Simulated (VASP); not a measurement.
Pb:

```
CELL_PARAMETERS angstrom
3.50000 0.00000 0.00000
-1.75000 3.03109 0.00000
0.00000 0.00000 5.71550
ATOMIC_POSITIONS crystal
Pb 0.33333 0.66667 0.25000
Pb 0.66667 0.33333 0.75000
```

| Quantity | Value |
| --- | --- |
| Program | VASP 6.6.1 |
| Task | relaxation of cell and atoms |
| Functional | LDA |
| Potentials or basis | VASP PAW LDA potentials, release 64 (Pb_d) |
| Cutoff | 500 eV |
| k mesh | 7 × 7 × 4 |
| Occupations | methfessel-paxton, width 0.05 eV |
| Spin | no spin polarisation |

At the start: pressure -2.4 GPa; volume 30.32 Å³/atom.

Problem. How do energy, volume and symmetry change on relaxing?

Solution. Over 5 steps the energy falls by 16.3 meV/atom and the volume is 28.84 Å³/atom (-4.9 %); space group P6_3/mmc (No. 194, to 0.05 Å).

Step by step:
```tsv
step	energy change (eV)	largest force (eV/Å)	pressure (GPa)	volume (Å³)
1	0.0000	0.0000	-2.39	60.63
2	-0.0293	0.0000	0.93	56.75
3	-0.0308	0.0000	0.22	57.42
4	-0.0324	0.0000	0.04	57.62
5	-0.0326	0.0000	-0.03	57.68
```

Final structure:
```xyz
2
Lattice="3.4770 0.0000 0.0000 -1.7385 3.0112 0.0000 0.0000 0.0000 5.5093" Properties=species:S:1:pos:R:3 pbc="T T T"
Pb    0.0000    2.0074    1.3773
Pb    1.7385    1.0037    4.1319
```
